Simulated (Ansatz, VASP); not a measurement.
Two plane-wave programs on Be

Contents of INCAR:

```
  PREC = Accurate
  ENCUT = 520
  EDIFF = 1E-6
  ISMEAR = 0
  SIGMA = 0.15
  LREAL = False
  LASPH = True
  NELM = 100
  ALGO = Fast
  ISIF = 2
  LWAVE = False
  LCHARG = False
  GGA = PS
  NBANDS = 9
```

File KPOINTS:

```
regular mesh
0
Gamma
  24 24 14
```

File POSCAR:

```
Be
1.0
    2.2995019849      0.0000000000      0.0000000000
   -1.1497509925      1.8918557782      0.0000000000
    0.0000000000      0.0000000000      3.6009000000
Be
2
Direct
    0.3333333333      0.6666666667      0.2500000000
    0.6666666667      0.3333333333      0.7500000000
```

Input for Ansatz:

```yaml
crystal:
  lattice:
    - [2.2995019849, 0.0, 0.0]
    - [-1.1497509925, 1.8918557782, 0.0]
    - [0.0, 0.0, 3.6009]
  atoms:
    - { symbol: Be, position: [0.3333333333, 0.6666666667, 0.25] }
    - { symbol: Be, position: [0.6666666667, 0.3333333333, 0.75] }
basis:
  ecutwfc: 420
kpoints:
  mp_grid: { grid: [24, 24, 14] }
hamiltonian:
  xc: pbesol
scf:
  occupations: { method: gaussian, width: 0.15 }
output:
  forces: true
  stress: true
  eigenvalues: true
```

Change from the starting cell: strain -0.0500 x Voigt [0, 1, 0, 0, 0, 0], atoms carried along.

Alike in both runs: task single point; functional PBEsol; k mesh 24 × 24 × 14; occupations gaussian, width 0.15 eV; no spin polarisation.

```csv
,VASP,Ansatz
version,VASP 6.6.1,Ansatz 0.2.0
potentials or method,"VASP PAW PBE potentials, release 64 (Be), cutoff 520 eV","scalar-relativistic, plane waves, PAW"
valence electrons in the cell,4,4
```

```tsv
	VASP	Ansatz	Ansatz less VASP
gap on the k mesh at the Fermi level (eV)	none	none	-
pressure (GPa)	0.5	0.1	-0.38
traceless stress, the component that is largest in VASP (GPa)	9.92	9.93	+0.001
rms of the force components (eV/Å)	0.077	0.077	-0.0005
```

VASP's potentials were made for PBE, not for PBEsol. Atom by atom the forces differ by 0.000 eV/Å (rms over components). A gap of «none» marks a metal or a gap that the smearing closes. The functional is the same, so the differences come from potentials, cutoffs and numerics.
